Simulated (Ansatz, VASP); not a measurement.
# P in VASP and in Ansatz

```
P
1.0
     3.29619    0.00000    0.00000
     0.00000    4.43916    0.00000
     0.00000    0.00000   21.74620
P
8
Direct
  0.50000 0.91750 0.20693
  0.00000 0.58250 0.20693
  0.50000 0.08250 0.30456
  0.00000 0.41750 0.30456
  0.50000 0.08250 0.44068
  0.00000 0.74751 0.44068
  0.50000 0.24751 0.53831
  0.00000 0.58250 0.53831
```

Alike in both runs: task single point; functional PBE; dispersion D3(BJ); k mesh 8 × 6 × 1; occupations gaussian, width 0.05 eV; no spin polarisation.

|  | VASP | Ansatz |
| --- | --- | --- |
| version | VASP 6.6.1 | Ansatz 0.2.0 |
| potentials or method | VASP PAW PBE potentials, release 64 (P), cutoff 520 eV | scalar-relativistic, plane waves, PAW |
| valence electrons in the cell | 40 | 40 |

|  | VASP | Ansatz | Ansatz less VASP |
| --- | --- | --- | --- |
| gap on the k mesh at the Fermi level (eV) | 0.53 | 0.52 | -0.015 |
| least direct gap on the mesh (eV) | 0.54 | 0.53 | -0.011 |
| rms of the force components (eV/Å) | 0.089 | 0.102 | +0.0127 |

Atom by atom the forces differ by 0.032 eV/Å (rms over components).
